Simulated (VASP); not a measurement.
# Cs in VASP: further runs

Cs is run at these levels: PBE; tasks: single point.

Program: VASP 6.6.1. These are calculated values, not measurements. Logs are shortened: lines on timing, memory, paths and dates and some standing lists are left out, and cuts for length are marked.

## 1. The cell of the first run

The structure is orthorhombic, space group Immm (No. 71). The conventional cell has a = 5.398 Å, b = 5.465 Å, c = 7.960 Å, α = 90.00°, β = 90.00°, γ = 90.00°.

## 2. Single point, PBE (uniaxial strain along a: +1.0 %)

File INCAR:

```
ALGO     = Fast           # electronic algorithm
EDIFF    = 1E-6           # SCF threshold, eV
ENCUT    = 520            # plane-wave cutoff, eV
GGA      = PE             # functional
ISIF     = 2              # what is computed and relaxed
ISMEAR   = 0              # smearing method
LASPH    = T              # aspherical terms in the spheres
LCHARG   = F              # write CHGCAR
LREAL    = F              # projectors in reciprocal space
LWAVE    = F              # write WAVECAR
NBANDS   = 16             # bands
NELM     = 100            # most SCF steps
PREC     = Accurate       # precision mode
SIGMA    = 0.1            # smearing width, eV
```

File KPOINTS:

```
k-points
0
Gamma
  8 8 6
```

File POSCAR:

```
Cs
1.0
    5.4651416497      0.0000000000      0.0000000000
    0.0000000000      5.3975037580      0.0000000000
    0.0000000000      0.0000000000      7.9595528492
Cs
2
Direct
    0.0000000000      0.0000000000      0.0000000000
    0.5000000000      0.5000000000      0.5000000000
```

Potentials or basis: VASP PAW PBE potentials, release 64 (Cs_sv).

On the command line:

```console
cat potpaw_PBE.64/Cs_sv/POTCAR > POTCAR
mpirun -np 1 vasp_std > vasp.out
```

OUTCAR:

```text
EDIFF = 1E-6
   ENCUT = 520
   GGA = PE
   ISIF = 2
   ISMEAR = 0
   LASPH = T
   LREAL = F
   NELM = 100
   PREC = Accurate

 ion  position               nearest neighbor table
   1  0.000  0.000  0.000-
   2  0.500  0.500  0.500-

  LATTYP: Found a simple orthorhombic cell.
 ALAT       =     5.3975037580
 B/A-ratio  =     1.0125313283
 C/A-ratio  =     1.4746729611

  Lattice vectors:

 A1 = (   0.0000000000,  -5.3975037580,   0.0000000000)
 A2 = (   5.4651416497,   0.0000000000,   0.0000000000)
 A3 = (   0.0000000000,   0.0000000000,   7.9595528492)

Analysis of symmetry for initial positions (statically):
=====================================================================
 Subroutine PRICEL returns following result:

  LATTYP: Found a body centered orthorhombic cell.
 ALAT       =     5.3975037580
 B/A-ratio  =     1.0125313283
 C/A-ratio  =     1.4746729611

  Lattice vectors:

 A1 = (   2.7325708248,  -2.6987518790,  -3.9797764246)
 A2 = (  -2.7325708248,   2.6987518790,  -3.9797764246)
 A3 = (   2.7325708248,   2.6987518790,   3.9797764246)

   2 primitive cells build up your supercell.

 Routine SETGRP: Setting up the symmetry group for a
 simple orthorhombic supercell.

 Subroutine GETGRP returns: Found  8 space group operations
 (whereof  8 operations were pure point group operations)
 out of a pool of  8 trial point group operations.

The static configuration has the point symmetry D_2h.

Analysis of symmetry for dynamics (positions and initial velocities):
=====================================================================
 Subroutine PRICEL returns following result:

  LATTYP: Found a body centered orthorhombic cell.
 ALAT       =     5.3975037580
 B/A-ratio  =     1.0125313283
 C/A-ratio  =     1.4746729611

  Lattice vectors:

 A1 = (   2.7325708248,  -2.6987518790,  -3.9797764246)
 A2 = (  -2.7325708248,   2.6987518790,  -3.9797764246)
 A3 = (   2.7325708248,   2.6987518790,   3.9797764246)

   2 primitive cells build up your supercell.

 Routine SETGRP: Setting up the symmetry group for a
 simple orthorhombic supercell.
[... 95 lines left out ...]
   ISTART =      0    job   : 0-new  1-cont  2-samecut
   ICHARG =      2    charge: 1-file 2-atom 10-const
   ISPIN  =      1    spin polarized calculation?
   LNONCOLLINEAR =      F non collinear calculations
   LSORBIT =      F    spin-orbit coupling
   LASPH  =      T    aspherical Exc in radial PAW
   ENCUT  =  520.0 eV  38.22 Ry    6.18 a.u.  10.16 10.04 14.80*2*pi/ulx,y,z
   NELM   =    100;   NELMIN=  2; NELMDL= -5     # of ELM steps
   EDIFF  = 0.1E-05   stopping-criterion for ELM
   LREAL  =      F    real-space projection
   EDIFFG = 0.1E-04   stopping-criterion for IOM
   NSW    =      0    number of steps for IOM
   IBRION =     -1    ionic relax: 0-MD 1-quasi-New 2-CG
   NFREE  =      0    steps in history (QN), initial steepest desc. (CG)
   ISIF   =      2    stress and relaxation
   ISYM   =      2    0-nonsym 1-usesym 2-fastsym
   POTIM  = 0.5000    time-step for ionic-motion
   TEBEG  =    0.0;   TEEND  =   0.0 temperature during run
   PSTRESS=    0.0 pullay stress
   NELECT =      18.0000    total number of electrons
   NUPDOWN=      -1.0000    fix difference up-down
   EMIN   =  10.00;   EMAX   =-10.00  energy-range for DOS
   EFERMI =   0.00;   METHOD = LEGACY
   ISMEAR =     0;   SIGMA  =   0.10  broadening in eV -4-tet -1-fermi 0-gaus
   EFERMI_NEDOS =   21; number of points for ismear=-14 and -15
   IALGO  =     68    algorithm
   IMIX   =      4    mixing-type and parameters
     AMIX     =   0.40;   BMIX     =  1.00
     AMIX_MAG =   1.60;   BMIX_MAG =  1.00
  volume/ion in A,a.u.               =     117.40       792.23
  Fermi-wavevector in a.u.,A,eV,Ry     =   0.695459  1.314226  6.580631  0.483663
  Thomas-Fermi vector in A             =   1.778237
   LORBIT       =      0    0 simple, 1 ext, 2 COOP (PROOUT), +10 PAW based schemes
   GGA     = PE    functional components
   LHFCALC =     F    Hartree Fock is set to
   AEXX    =    0.0000 exact exchange contribution
   IVDW    =     0    specifies the selected vdW correction
   LEPSILON=     F    determine dielectric tensor
   LRPA    =     F    only Hartree local field effects (RPA)
 non-spin polarized calculation
 RMM-DIIS sequential band-by-band and
 Gauss-broadening in eV      SIGMA  =   0.10
  energy-cutoff  :      520.00
  volume of cell :      234.79
 maximum number of plane-waves:      6364
 NGX is ok and might be reduce to    42
   NGX = 21   NGY = 21   NGZ = 29

 number of electron      18.0000000 magnetization

 Free energy of the ion-electron system (eV)
  ---------------------------------------------------
  ext. energy  EPLUGINS =         0.00000000
  ---------------------------------------------------
  free energy    TOTEN  =        -1.70595052 eV

  energy without entropy =       -1.69246829  energy(sigma->0) =       -1.69920941

 E-fermi :   0.3979     XC(G=0):  -5.3548

 val. band max:        0.3969687943   @ k =   0.2500   0.1250   0.3333
 cond. band min:       0.4032204572   @ k =   0.1250   0.2500   0.3333
 fundamental gap:      0.0062516629
 Fermi energy:         0.3979027110

 k-point     1 :       0.0000    0.0000    0.0000
  band No.  band energies     occupation
      1     -23.4618      2.00000
      2     -23.4551      2.00000
      3     -10.3268      2.00000
      4     -10.2520      2.00000
      5     -10.2479      2.00000
      6     -10.2102      2.00000
[... 433 lines left out ...]
      3     -10.3236      2.00000
      4     -10.3236      2.00000
      5     -10.2600      2.00000
      6     -10.2600      2.00000
[... 8 lines left out ...]
     15       3.7850      0.00000
     16       3.7906      0.00000

 [... further k-points ...]

------------------------ aborting loop because EDIFF is reached ----------------------------------------

  FORCE on cell =-STRESS in cart. coord.  units (eV):
  Direction    XX          YY          ZZ          XY          YZ          ZX
  --------------------------------------------------------------------------------------
  -------------------------------------------------------------------------------------
  Total       -0.0099172      0.0342493     -0.0419610      0.0000000      0.0000000      0.0000000
  in kB       -0.0676734      0.2337110     -0.2863343      0.0000000      0.0000000      0.0000000
  external PRESSURE =      -0.0400989 kB  Pullay stress =       0.0000000 kB

 VOLUME and BASIS-vectors are now :
 -----------------------------------------------------------------------------
  energy-cutoff  :      520.00
  volume of cell :      234.79
      direct lattice vectors                 reciprocal lattice vectors
     5.465141650  0.000000000  0.000000000     0.182977874  0.000000000  0.000000000
     0.000000000  5.397503758  0.000000000     0.000000000  0.185270830  0.000000000
     0.000000000  0.000000000  7.959552849     0.000000000  0.000000000  0.125635198

 POSITION                                       TOTAL-FORCE (eV/Angst)
 -----------------------------------------------------------------------------------
      0.00000      0.00000      0.00000        -0.000000      0.000000     -0.000000
      2.73257      2.69875      3.97978         0.000000      0.000000      0.000000
 -----------------------------------------------------------------------------------
    total drift:                                0.000000      0.000000     -0.000000

  FREE ENERGIE OF THE ION-ELECTRON SYSTEM (eV)
  ---------------------------------------------------
  free  energy   TOTEN  =        -1.7059505220 eV

  energy  without entropy=       -1.6924682914  energy(sigma->0) =       -1.69920941
```

OSZICAR:

```text
N       E                     dE             d eps       ncg     rms          rms(c)
DAV:   1     0.127766014224E+03    0.12777E+03   -0.59371E+03  3200   0.830E+02
DAV:   2     0.153394855743E+02   -0.11243E+03   -0.10784E+03  5024   0.144E+02
DAV:   3    -0.134223627560E+01   -0.16682E+02   -0.16567E+02  4120   0.580E+01
DAV:   4    -0.170027530992E+01   -0.35804E+00   -0.35799E+00  4160   0.100E+01
DAV:   5    -0.170294404203E+01   -0.26687E-02   -0.26687E-02  4376   0.876E-01    0.179E-01
RMM:   6    -0.170393388537E+01   -0.98984E-03   -0.25629E-03  3270   0.237E-01    0.123E-01
RMM:   7    -0.170579015275E+01   -0.18563E-02   -0.80020E-03  3350   0.389E-01    0.503E-02
RMM:   8    -0.170593723593E+01   -0.14708E-03   -0.45929E-04  3820   0.116E-01    0.539E-03
RMM:   9    -0.170594897622E+01   -0.11740E-04   -0.92021E-05  4543   0.426E-02    0.345E-03
RMM:  10    -0.170595092209E+01   -0.19459E-05   -0.22062E-05  4584   0.186E-02    0.204E-03
RMM:  11    -0.170595052197E+01    0.40012E-06   -0.51656E-06  4001   0.858E-03
   1 F= -.17059505E+01 E0= -.16992094E+01  d E =-.134822E-01
```

It took 7.2 min on 1 thread of Intel Xeon Platinum 8175M at 2.50GHz (Skylake/Cascade Lake), shared host; peak memory 0.5 GiB.

Results:

```
Free energy            : -1.7060 eV
Pressure               : 0.0 GPa
Band gap on the k mesh : zero (bands 9 and 10 overlap by 1.64 eV)
```

Levels at points of the mesh, in eV from the Fermi level:
| k point | band 5 | band 6 | band 7 | band 8 | band 9 | band 10 | band 11 | band 12 | band 13 | band 14 |
| --- | --- | --- | --- | --- | --- | --- | --- | --- | --- | --- |
| (0.00, 0.00, 0.00) | -10.65 | -10.61 | -10.61 | -10.61 | -1.65 | 0.24 | 1.10 | 1.28 | 2.37 | 2.45 |
| (0.50, 0.00, 0.00) | -10.66 | -10.66 | -10.62 | -10.62 | -0.17 | -0.17 | 1.28 | 1.28 | 1.53 | 1.53 |
| (0.00, 0.50, 0.00) | -10.66 | -10.66 | -10.62 | -10.62 | -0.14 | -0.14 | 1.28 | 1.28 | 1.55 | 1.55 |
| (0.50, 0.50, 0.00) | -10.66 | -10.66 | -10.65 | -10.65 | 0.31 | 0.31 | 1.04 | 1.04 | 1.47 | 1.47 |
| (0.00, 0.00, 0.50) | -10.63 | -10.63 | -10.63 | -10.63 | -0.89 | -0.89 | 1.57 | 1.57 | 2.08 | 2.08 |
| (0.50, 0.00, 0.50) | -10.63 | -10.63 | -10.62 | -10.62 | -0.03 | -0.03 | 0.73 | 0.73 | 2.21 | 2.21 |
| (0.00, 0.50, 0.50) | -10.63 | -10.63 | -10.62 | -10.62 | -0.01 | -0.01 | 0.77 | 0.77 | 2.24 | 2.24 |
| (0.50, 0.50, 0.50) | -10.69 | -10.69 | -10.65 | -10.65 | 0.75 | 0.75 | 1.22 | 1.22 | 1.24 | 1.24 |

Caveat: the cell differs from its parent crystal (uniaxial strain along a: +1.0 %); spin-orbit coupling is left out, which moves the levels of the heavy elements.

## 3. Single point, PBE (biaxial strain in the a-b plane: +2.0 %)

File INCAR:

```
PREC = Accurate ; ENCUT = 520
EDIFF = 1E-6 ; ISMEAR = 0
SIGMA = 0.1 ; LREAL = F
LASPH = T ; NELM = 60
ALGO = Fast ; ISIF = 2
LWAVE = F ; LCHARG = F
GGA = PE ; NBANDS = 16
```

File KPOINTS:

```
regular mesh
0
Gamma
  8 8 6
```

File POSCAR:

```
Cs
1.0
    5.5192519631      0.0000000000      0.0000000000
    0.0000000000      5.5192519631      0.0000000000
    0.0000000000      0.0000000000      7.8837475839
Cs
2
Direct
    0.0000000000      0.0000000000      0.0000000000
    0.5000000000      0.5000000000      0.5000000000
```

Potentials or basis: VASP PAW PBE potentials, release 64 (Cs_sv).

On the command line:

```console
cat potpaw_PBE.64/Cs_sv/POTCAR > POTCAR
mpirun -np 1 vasp_std > vasp.out
```

It took 3.2 min on 1 thread of AMD EPYC 7R43 (Zen 3), shared host; peak memory 0.38 GiB.

Results (log left out):

```yaml
Free_energy: -1.7062 eV
Pressure: 0.0 GPa
Band_gap_on_the_k_mesh: zero (bands 9 and 10 overlap by 1.63 eV)
```

Levels at points of the mesh, in eV from the Fermi level:
| k point | band 7 | band 8 | band 9 | band 10 | band 11 | band 12 |
| --- | --- | --- | --- | --- | --- | --- |
| (0.00, 0.00, 0.00) | -10.62 | -10.62 | -1.63 | 0.29 | 1.08 | 1.34 |
| (0.50, 0.00, 0.00) | -10.64 | -10.64 | -0.18 | -0.18 | 1.33 | 1.33 |
| (0.50, 0.50, 0.00) | -10.66 | -10.66 | 0.31 | 0.31 | 1.07 | 1.07 |
| (0.00, 0.00, 0.50) | -10.64 | -10.64 | -0.86 | -0.86 | 1.57 | 1.57 |
| (0.50, 0.00, 0.50) | -10.64 | -10.64 | -0.01 | -0.01 | 0.73 | 0.73 |
| (0.50, 0.50, 0.50) | -10.66 | -10.66 | 0.77 | 0.77 | 1.20 | 1.20 |

Caveat: the cell differs from its parent crystal (biaxial strain in the a-b plane: +2.0 %); spin-orbit coupling is left out, which moves the levels of the heavy elements.
